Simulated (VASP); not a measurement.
A run of VASP 6.6.1 is set up as follows.

INCAR

```
ALGO = Normal ; EDIFF = 1E-6
ENCUT = 520 ; GGA = PE
ISIF = 2 ; ISMEAR = 0
IVDW = 12 ; LASPH = T
LCHARG = F ; LREAL = F
LWAVE = F ; NBANDS = 50
NELM = 80 ; PREC = Accurate
SIGMA = 0.02
```

The input KPOINTS:

```
k-points
0
Gamma
  10 10 4
```

The input POSCAR:

```
SnO
1.0
    2.7131243500     -2.7131038046      0.0000000000
    2.7131243500      2.7131038046      0.0000000000
    0.0000000000      0.0000000000      9.5271433928
Sn O
4 4
Direct
    0.7500095965      0.2499904035      0.8716241898
    0.2499904035      0.7500095965      0.1283758102
    0.7499904035      0.2500095965      0.3716241898
    0.2500095965      0.7499904035      0.6283758102
    0.2500040677      0.2499959323      0.2500000000
    0.7499959323      0.7500040677      0.7500000000
    0.2499959323      0.2500040677      0.7500000000
    0.7500040677      0.7499959323      0.2500000000
```

Potentials or basis: VASP PAW PBE potentials, release 64 (Sn_d, O).

Launch:

```sh
$ cat potpaw_PBE.64/Sn_d/POTCAR potpaw_PBE.64/O/POTCAR > POTCAR
$ mpirun -np 1 vasp_std > vasp.out
```

(1) Estimate the largest force.

(2) Predict the pressure.

Answers

(1) 0.078 eV/Å.

(2) 0.2 GPa.
